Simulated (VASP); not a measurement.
Set up this calculation in VASP 6.6.1, as the native input.

```
Task                   : single point
Functional             : r2SCAN
Dispersion             : D3(BJ)
Potentials or basis    : VASP PAW PBE potentials, release 64 (Si, O)
Cutoff                 : 660 eV
k mesh                 : 6 × 6 × 3
Occupations            : fermi-dirac, width 0.05 eV
Spin                   : no spin polarisation
Dipole correction      : no
Further INCAR settings : ALGO = Normal; EDIFF = 1e-06; NBANDS = 44
```

Crystal: SiO2.

```xyz
12
Lattice="4.9904 0.0000 0.0000 -2.4952 4.3218 0.0000 0.0000 0.0000 8.5601" Properties=species:S:1:pos:R:3 pbc="T T T"
Si    0.0000    2.8812    3.7401
Si    0.0000    2.8812    0.5399
Si    2.4952    1.4406    4.8200
Si    2.4952    1.4406    8.0202
O     2.0189    0.0000    0.0000
O     0.0000    2.8812    2.1400
O     2.4952    1.4406    6.4201
O    -1.4857    2.5734    4.2801
O     1.4857    2.5734    0.0000
O     2.9715    0.0000    4.2801
O     1.0094    1.7484    4.2801
O    -1.0094    1.7484    0.0000
```

The input as run:

POSCAR

```
SiO2
1.0
    4.9903518183      0.0000000000      0.0000000000
   -2.4951759091      4.3217714485      0.0000000000
    0.0000000000      0.0000000000      8.5601417960
Si O
4 8
Direct
    0.3333333333      0.6666666667      0.4369245345
    0.3333333333      0.6666666667      0.0630754655
    0.6666666667      0.3333333333      0.5630754655
    0.6666666667      0.3333333333      0.9369245345
    0.4045569947      0.0000000000      0.0000000000
    0.3333333333      0.6666666667      0.2500000000
    0.6666666667      0.3333333333      0.7500000000
    0.0000000000      0.5954430053      0.5000000000
    0.5954430053      0.5954430053      0.0000000000
    0.5954430053      0.0000000000      0.5000000000
    0.4045569947      0.4045569947      0.5000000000
    0.0000000000      0.4045569947      0.0000000000
```

INCAR.step1

```
ALGO = Normal
EDIFF = 1E-5
ENCUT = 660
GGA = PE
GGA_COMPAT = False
ISMEAR = -1
LASPH = True
LCHARG = False
LREAL = False
LWAVE = True
NBANDS = 44
NELM = 120
PREC = Accurate
SIGMA = 0.05
```

INCAR.step2

```
ALGO = Normal
EDIFF = 1E-6
ENCUT = 660
GGA_COMPAT = False
ISIF = 2
ISMEAR = -1
ISTART = 1
IVDW = 12
LASPH = True
LCHARG = True
LELF = True
LMIXTAU = True
LREAL = False
LVHAR = True
LWAVE = False
METAGGA = R2SCAN
NBANDS = 44
NELM = 120
PREC = Accurate
SIGMA = 0.05
VDW_A1 = 0.49484001
VDW_A2 = 5.73083694
VDW_S6 = 1.0
VDW_S8 = 0.78981345
```

KPOINTS

```
k-points
0
Gamma
  6 6 3
```

Potentials or basis: VASP PAW PBE potentials, release 64 (Si, O).

Run with:

```bash
$ cat potpaw_PBE.64/Si/POTCAR potpaw_PBE.64/O/POTCAR > POTCAR
$ cp INCAR.step1 INCAR
$ mpirun -np 1 vasp_std > vasp.out
$ cp INCAR.step2 INCAR
$ mpirun -np 1 vasp_std > vasp.out
```

Results of the run:

| Item | Value |
| --- | --- |
| Pressure | -0.1 GPa |
| Largest force | 0.023 eV/Å |
| Band gap on the k mesh | 6.24 eV (least direct gap 6.28 eV) |
| Dispersion energy per atom | -0.056 eV |

Caveat: the PAW data sets were made with another functional, which shifts forces and pressure a little.

Run time: 6.6 min on 1 thread of Intel(R) Xeon(R) 6975P-C (Granite Rapids) (shared host), peak memory 0.41 GiB.
